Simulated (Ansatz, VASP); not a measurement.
Given: the input of a run of VASP 6.6.1 on SbW2.

The input INCAR:

```
SYSTEM = SbW2
  PREC = Accurate
  ENCUT = 600
  EDIFF = 1E-6
  ISMEAR = -1
  SIGMA = 0.05
  LREAL = .False.
  LASPH = .True.
  NELM = 100
  ALGO = Fast
  ISIF = 3
  LWAVE = .False.
  LCHARG = .False.
  GGA = CA
  IBRION = 2
  NSW = 60
  EDIFFG = -0.02
```

File KPOINTS:

```
regular mesh
0
Gamma
  7 7 7
  0 0 0
```

The input POSCAR:

```
SbW2
1.0
    0.0000000000      3.1330100000      3.1330100000
    3.1330100000      0.0000000000      3.1330100000
    3.1330100000      3.1330100000      0.0000000000
Sb W
1 2
Direct
    0.5000000000      0.5000000000      0.5000000000
    0.2500000000      0.2500000000      0.2500000000
    0.7500000000      0.7500000000      0.7500000000
```

Potentials or basis: VASP PAW LDA potentials, release 64 (Sb, W_sv).

Run with:

```sh
$ cat potpaw_LDA.64/Sb/POTCAR potpaw_LDA.64/W_sv/POTCAR > POTCAR
$ mpirun -np 1 vasp_std > vasp.out
```

Q: Translate it to Ansatz 0.2.0. Potentials there: Ansatz PAW.

A: As run (the cutoff follows the program's own potentials):

File input.yaml:

```yaml
crystal:
  lattice:
    - [0.0, 3.13301, 3.13301]
    - [3.13301, 0.0, 3.13301]
    - [3.13301, 3.13301, 0.0]
  atoms:
    - { symbol: Sb, position: [0.5, 0.5, 0.5] }
    - { symbol: W, position: [0.25, 0.25, 0.25] }
    - { symbol: W, position: [0.75, 0.75, 0.75] }
hamiltonian:
  xc: lda
  pseudopotentials: { kind: paw }
kpoints:
  mp_grid: { grid: [7, 7, 7] }
scf:
  occupations: { method: fermi_dirac, width: 0.05 }
output:
  forces: true
  stress: true
  eigenvalues: true
relax:
  f_tol: 0.01
  max_steps: 40
  cell: { stress_tol: 0.05 }
```

Potentials or basis: Ansatz PAW.

Run with:

```bash
$ ansatz run input.yaml --threads 2 --pin off --max-ram 5632MiB --backend cpu --events-out ev --progress --plain --runs-dir out
```

Both were run:

|  | VASP | Ansatz | Ansatz less VASP |
| --- | --- | --- | --- |
| gap on the k mesh at the Fermi level, each at its own relaxed structure (eV) | none | none | - |
| relaxed volume (Å³/atom) | 19.58 | 19.48 | -0.106 |
| relaxed cell length with the largest relative difference (Å) | 4.364 | 4.356 | -0.0079 |

LDA's correlation is that of Perdew and Zunger in VASP and of Perdew and Wang (1992) in Ansatz. A gap of «none» marks a metal or a gap that the smearing closes. VASP's potentials hold 33 valence electrons a cell and Ansatz's 43, so a difference there can come from the potentials and not from the codes.

Neither program's run includes spin-orbit coupling. Noted on VASP's run: too few bands were computed for a metal, which touches its energy and stress. Noted on Ansatz's run: the plane-wave basis is chosen anew once the cell has moved, so the energies of steps on either side of that aren't comparable.
